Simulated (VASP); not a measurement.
# TaN (NiAs type) (P6_3/mmc) in VASP: a series of runs

The runs below take TaN (NiAs type) through single point, with PBE.

Everything below comes from runs of VASP 6.6.1. Logs are shortened: lines on timing, memory, paths and dates and some standing lists are left out, and cuts for length are marked.

## Step 1: The cell of the first run

The structure is hexagonal, space group P6_3/mmc (No. 194). The conventional cell has a = 2.586 Å, b = 2.586 Å, c = 5.420 Å, α = 90.00°, β = 90.00°, γ = 120.00°. Ta (site symmetry -3m) has 6 N at 2.02 Å and 6 Ta at 2.59 Å within 2.7 Å. Within 2.7 Å of N (site symmetry -6m2) lie 6 Ta at 2.02 Å and 6 N at 2.59 Å.

## Step 2: Single point, PBE

INCAR

```
SYSTEM = TaN
  PREC = Accurate
  ENCUT = 520
  EDIFF = 1E-6
  ISMEAR = -1
  SIGMA = 0.08
  LREAL = .FALSE.
  LASPH = .TRUE.
  NELM = 60
  ALGO = Normal
  ISIF = 2
  LWAVE = .FALSE.
  LCHARG = .FALSE.
  GGA = PE
  NBANDS = 24
```

KPOINTS

```
Automatic mesh
0
G
  11 11 6
  0 0 0
```

POSCAR

```
TaN
1.0
    2.5862463907      0.0000000000      0.0000000000
   -1.2931231954      2.2397550748      0.0000000000
    0.0000000000      0.0000000000      5.4195209527
Ta N
2 2
Direct
    0.0000000000      0.0000000000      0.0000000000
    0.0000000000      0.0000000000      0.5000000000
    0.3333333333      0.6666666667      0.2500000000
    0.6666666667      0.3333333333      0.7500000000
```

Potentials or basis: VASP PAW PBE potentials, release 64 (Ta_pv, N).

The run is started by

```
$ cat potpaw_PBE.64/Ta_pv/POTCAR potpaw_PBE.64/N/POTCAR > POTCAR
$ mpirun -np 1 vasp_std > vasp.out
```

OUTCAR:

```text
SYSTEM = TaN
   PREC = Accurate
   ENCUT = 520
   EDIFF = 1E-6
   ISMEAR = -1
   LREAL = .FALSE.
   LASPH = .TRUE.
   NELM = 60
   ISIF = 2
   GGA = PE

 ion  position               nearest neighbor table
   1  0.000  0.000  0.000-   3 2.02   4 2.02   4 2.02   3 2.02   4 2.02   3 2.02   2 2.71   2 2.71

   2  0.000  0.000  0.500-   3 2.02   4 2.02   4 2.02   3 2.02   4 2.02   3 2.02   1 2.71   1 2.71

   3  0.333  0.667  0.250-   1 2.02   2 2.02   1 2.02   2 2.02   1 2.02   2 2.02
   4  0.667  0.333  0.750-   1 2.02   2 2.02   1 2.02   2 2.02   1 2.02   2 2.02

  LATTYP: Found a hexagonal cell.
 ALAT       =     2.5862463907
 C/A-ratio  =     2.0955161009

  Lattice vectors:

 A1 = (   2.5862463907,   0.0000000000,   0.0000000000)
 A2 = (  -1.2931231954,   2.2397550748,   0.0000000000)
 A3 = (   0.0000000000,   0.0000000000,   5.4195209527)

Analysis of symmetry for initial positions (statically):
=====================================================================
 Subroutine PRICEL returns:
 Original cell was already a primitive cell.

 Routine SETGRP: Setting up the symmetry group for a
 hexagonal supercell.

 Subroutine GETGRP returns: Found 24 space group operations
 (whereof 12 operations were pure point group operations)
 out of a pool of 24 trial point group operations.

The static configuration has the point symmetry D_3d.
 The point group associated with its full space group is D_6h.

Analysis of symmetry for dynamics (positions and initial velocities):
=====================================================================
 Subroutine PRICEL returns:
 Original cell was already a primitive cell.

 Routine SETGRP: Setting up the symmetry group for a
 hexagonal supercell.

 Subroutine GETGRP returns: Found 24 space group operations
 (whereof 12 operations were pure point group operations)
 out of a pool of 24 trial point group operations.

The dynamic configuration has the point symmetry D_3d.
 The point group associated with its full space group is D_6h.

 Subroutine INISYM returns: Found 24 space group operations
 (whereof 12 operations are pure point group operations),
 and found     1 'primitive' translations

----------------------------------------------------------------------------------------

                                     Primitive cell

  volume of cell :      31.3929

  direct lattice vectors                    reciprocal lattice vectors
     2.586246391  0.000000000  0.000000000     0.386660762  0.223238695  0.000000000
    -1.293123195  2.239755075  0.000000000     0.000000000  0.446477390  0.000000000
     0.000000000  0.000000000  5.419520953     0.000000000  0.000000000  0.184518154

  length of vectors
     2.586246391  2.586246391  5.419520953     0.446477390  0.446477390  0.184518154

  position of ions in fractional coordinates (direct lattice)
     0.000000000  0.000000000  0.000000000
     0.000000000  0.000000000  0.500000000
     0.333333333  0.666666667  0.250000000
     0.666666667  0.333333333  0.750000000

  ion indices of the primitive-cell ions
   primitive index   ion index
                 1           1
                 2           2
                 3           3
                 4           4

----------------------------------------------------------------------------------------

 KPOINTS: Automatic mesh

Automatic generation of k-mesh.
 Grid dimensions read from file:
 generate k-points for:   11   11    6

 Generating k-lattice:

  Cartesian coordinates                     Fractional coordinates (reciprocal lattice)
     0.035150978  0.020294427  0.000000000     0.090909091 -0.000000000  0.000000000
     0.000000000  0.040588854  0.000000000     0.000000000  0.090909091  0.000000000
     0.000000000  0.000000000  0.030753026     0.000000000  0.000000000  0.166666667

  Length of vectors
     0.040588854  0.040588854  0.030753026

  Shift w.r.t. Gamma in fractional coordinates (k-lattice)
     0.000000000  0.000000000  0.000000000

 Subroutine IBZKPT returns following result:
 ===========================================

 Found     64 irreducible k-points:

 Following reciprocal coordinates:
            Coordinates               Weight
  0.000000  0.000000  0.000000      1.000000
  0.090909  0.000000  0.000000      6.000000
  0.181818  0.000000  0.000000      6.000000
  0.272727  0.000000  0.000000      6.000000
  0.363636  0.000000  0.000000      6.000000
  0.454545  0.000000  0.000000      6.000000
[... 16 lines left out ...]
  0.090909  0.090909  0.166667     12.000000
  0.181818  0.090909  0.166667     24.000000
 [... further k-points ...]
   k-points           NKPTS =     64   k-points in BZ     NKDIM =     64   number of bands    NBANDS=     24
   number of dos      NEDOS =    301   number of ions     NIONS =      4
   total plane-waves  NPLWV =  16000
   dimension x,y,z NGX =    20 NGY =   20 NGZ =   40
   dimension x,y,z NGXF=    40 NGYF=   40 NGZF=   80
   ions per type =               2   2
   NGX,Y,Z   is equivalent  to a cutoff of  12.86, 12.86, 12.27 a.u.
   NGXF,Y,Z  is equivalent  to a cutoff of  25.71, 25.71, 24.54 a.u.
 SYSTEM =  TaN
   PREC   = accura    normal or accurate (medium, high low for compatibility)
   ISTART =      0    job   : 0-new  1-cont  2-samecut
   ICHARG =      2    charge: 1-file 2-atom 10-const
   ISPIN  =      1    spin polarized calculation?
   LNONCOLLINEAR =      F non collinear calculations
   LSORBIT =      F    spin-orbit coupling
   LASPH  =      T    aspherical Exc in radial PAW
   ENCUT  =  520.0 eV  38.22 Ry    6.18 a.u.   4.81  4.81 10.08*2*pi/ulx,y,z
   NELM   =     60;   NELMIN=  2; NELMDL= -5     # of ELM steps
   EDIFF  = 0.1E-05   stopping-criterion for ELM
   LREAL  =      F    real-space projection
   EDIFFG = 0.1E-04   stopping-criterion for IOM
   NSW    =      0    number of steps for IOM
   IBRION =     -1    ionic relax: 0-MD 1-quasi-New 2-CG
   NFREE  =      0    steps in history (QN), initial steepest desc. (CG)
   ISIF   =      2    stress and relaxation
   ISYM   =      2    0-nonsym 1-usesym 2-fastsym
   POTIM  = 0.5000    time-step for ionic-motion
   TEBEG  =    0.0;   TEEND  =   0.0 temperature during run
   PSTRESS=    0.0 pullay stress
   NELECT =      32.0000    total number of electrons
   NUPDOWN=      -1.0000    fix difference up-down
   EMIN   =  10.00;   EMAX   =-10.00  energy-range for DOS
   EFERMI =   0.00;   METHOD = LEGACY
   ISMEAR =    -1;   SIGMA  =   0.08  broadening in eV -4-tet -1-fermi 0-gaus
   EFERMI_NEDOS =   21; number of points for ismear=-14 and -15
   IALGO  =     38    algorithm
   IMIX   =      4    mixing-type and parameters
     AMIX     =   0.40;   BMIX     =  1.00
     AMIX_MAG =   1.60;   BMIX_MAG =  1.00
  volume/ion in A,a.u.               =       7.85        52.96
  Fermi-wavevector in a.u.,A,eV,Ry     =   1.647585  3.113483 36.933490  2.714535
  Thomas-Fermi vector in A             =   2.737019
   LORBIT       =      0    0 simple, 1 ext, 2 COOP (PROOUT), +10 PAW based schemes
   GGA     = PE    functional components
   LHFCALC =     F    Hartree Fock is set to
   AEXX    =    0.0000 exact exchange contribution
   IVDW    =     0    specifies the selected vdW correction
   LEPSILON=     F    determine dielectric tensor
   LRPA    =     F    only Hartree local field effects (RPA)
 non-spin polarized calculation
  energy-cutoff  :      520.00
  volume of cell :       31.39
 maximum number of plane-waves:       860
 NGX is ok and might be reduce to    20
   NGX =  9   NGY =  9   NGZ = 21

 number of electron      32.0000008 magnetization

 Free energy of the ion-electron system (eV)
  ---------------------------------------------------
  ext. energy  EPLUGINS =         0.00000000
  ---------------------------------------------------
  free energy    TOTEN  =       -37.72487910 eV

  energy without entropy =      -37.70650846  energy(sigma->0) =      -37.71569378

 E-fermi :  11.8251     XC(G=0): -15.1851

 val. band max:       11.7985231903   @ k =   0.2727   0.2727   0.1667
 cond. band min:      11.8465296186   @ k =   0.0909   0.0000   0.0000
 fundamental gap:      0.0480064283
 Fermi energy:        11.8251394672

 k-point     1 :       0.0000    0.0000    0.0000
  band No.  band energies     occupation
      1     -24.4661      2.00000
      2     -22.4424      2.00000
      3     -21.4950      2.00000
      4     -21.4950      2.00000
      5     -21.3344      2.00000
      6     -21.3344      2.00000
[... 16 lines left out ...]
     23      19.4386      0.00000
     24      19.8217      0.00000

 k-point     2 :       0.0909    0.0000    0.0000
  band No.  band energies     occupation
      1     -24.3935      2.00000
      2     -22.3984      2.00000
      3     -21.8188      2.00000
      4     -21.6207      2.00000
      5     -21.5576      2.00000
      6     -21.3917      2.00000
[... 16 lines left out ...]
     23      19.8432      0.00000
     24      20.3380      0.00000

 k-point     3 :       0.1818    0.0000    0.0000
  band No.  band energies     occupation
      1     -24.1936      2.00000
      2     -22.6174      2.00000
      3     -22.3466      2.00000
      4     -22.2736      2.00000
      5     -21.7218      2.00000
      6     -21.5425      2.00000
[... 16 lines left out ...]
     23      19.3986      0.00000
     24      21.0818      0.00000

 k-point     4 :       0.2727    0.0000    0.0000
  band No.  band energies     occupation
      1     -23.9242      2.00000
      2     -23.5414      2.00000
      3     -23.2031      2.00000
      4     -22.1158      2.00000
      5     -21.9297      2.00000
      6     -21.7340      2.00000
[... 16 lines left out ...]
     23      20.1853      0.00000
     24      21.9487      0.00000

 k-point     5 :       0.3636    0.0000    0.0000
  band No.  band energies     occupation
      1     -24.3251      2.00000
      2     -23.9277      2.00000
      3     -23.6412      2.00000
      4     -22.1141      2.00000
      5     -21.9629      2.00000
      6     -21.9044      2.00000
[... 451 lines left out ...]
 k-point    22 :       0.4545    0.0000    0.1667
  band No.  band energies     occupation
      1     -24.7234      2.00000
      2     -24.3633      2.00000
      3     -23.3788      2.00000
      4     -22.2066      2.00000
      5     -22.0182      2.00000
      6     -21.9903      2.00000
[... 16 lines left out ...]
     23      22.0201      0.00000
     24      22.1810      0.00000

 k-point    23 :       0.0909    0.0909    0.1667
  band No.  band energies     occupation
      1     -24.1459      2.00000
      2     -22.4959      2.00000
      3     -22.3131      2.00000
      4     -22.1200      2.00000
      5     -21.6808      2.00000
      6     -21.5271      2.00000
[... 16 lines left out ...]
     23      19.8265      0.00000
     24      20.5103      0.00000

 k-point    24 :       0.1818    0.0909    0.1667
  band No.  band energies     occupation
      1     -23.9149      2.00000
      2     -23.1524      2.00000
      3     -22.8665      2.00000
      4     -22.3115      2.00000
      5     -21.9168      2.00000
      6     -21.7454      2.00000
[... 16 lines left out ...]
     23      20.1574      0.00000
     24      21.1968      0.00000

 [... further k-points ...]
[... 5 lines left out ...]
  --------------------------------------------------------------------------------------
  -------------------------------------------------------------------------------------
  Total       42.8966490     42.8966490     42.9590384     -0.0000000      0.0000000      0.0000000
  in kB     2189.2866227   2189.2866228   2192.4707460     -0.0000000      0.0000000      0.0000000
  external PRESSURE =    2190.3479972 kB  Pullay stress =       0.0000000 kB

 VOLUME and BASIS-vectors are now :
 -----------------------------------------------------------------------------
  energy-cutoff  :      520.00
  volume of cell :       31.39
      direct lattice vectors                 reciprocal lattice vectors
     2.586246391  0.000000000  0.000000000     0.386660762  0.223238695  0.000000000
    -1.293123195  2.239755075  0.000000000     0.000000000  0.446477390  0.000000000
     0.000000000  0.000000000  5.419520953     0.000000000  0.000000000  0.184518154

 POSITION                                       TOTAL-FORCE (eV/Angst)
 -----------------------------------------------------------------------------------
      0.00000      0.00000      0.00000        -0.000000     -0.000000      0.000000
      0.00000      0.00000      2.70976        -0.000000     -0.000000      0.000000
     -0.00000      1.49317      1.35488         0.000000     -0.000000     -0.000000
      1.29312      0.74659      4.06464         0.000000      0.000000     -0.000000
 -----------------------------------------------------------------------------------
    total drift:                                0.000000     -0.000000      0.000000

  FREE ENERGIE OF THE ION-ELECTRON SYSTEM (eV)
  ---------------------------------------------------
  free  energy   TOTEN  =       -37.7248791005 eV

  energy  without entropy=      -37.7065084562  energy(sigma->0) =      -37.71569378
```

It took 43 s on 1 thread of Intel Xeon 6975P-C, shared host; peak memory 0.17 GiB.

Results:

* Free energy: -37.7249 eV
* Pressure: 219.0 GPa
* Band gap on the k mesh: zero (band 16 reaches 12.28 eV, above the bottom of band 17 at 10.98 eV)

Stress tensor (GPa, compression positive):
```
218.93   0.00   0.00
  0.00 218.93   0.00
  0.00   0.00 219.25
```

Levels at points of the mesh, in eV from the Fermi level:
```tsv
k point	band 12	band 13	band 14	band 15	band 16	band 17	band 18	band 19	band 20	band 21
(0.00, 0.00, 0.00)	-6.07	-3.82	-2.10	-2.10	-0.45	-0.45	0.95	0.95	2.77	6.10
(0.00, 0.00, 0.50)	-4.79	-4.79	-4.79	-1.23	-1.23	1.51	1.51	1.51	1.51	6.26
```

Caveat: spin-orbit coupling is left out, which moves the levels of the heavy elements.

(Part 1 of 2 ends here.)
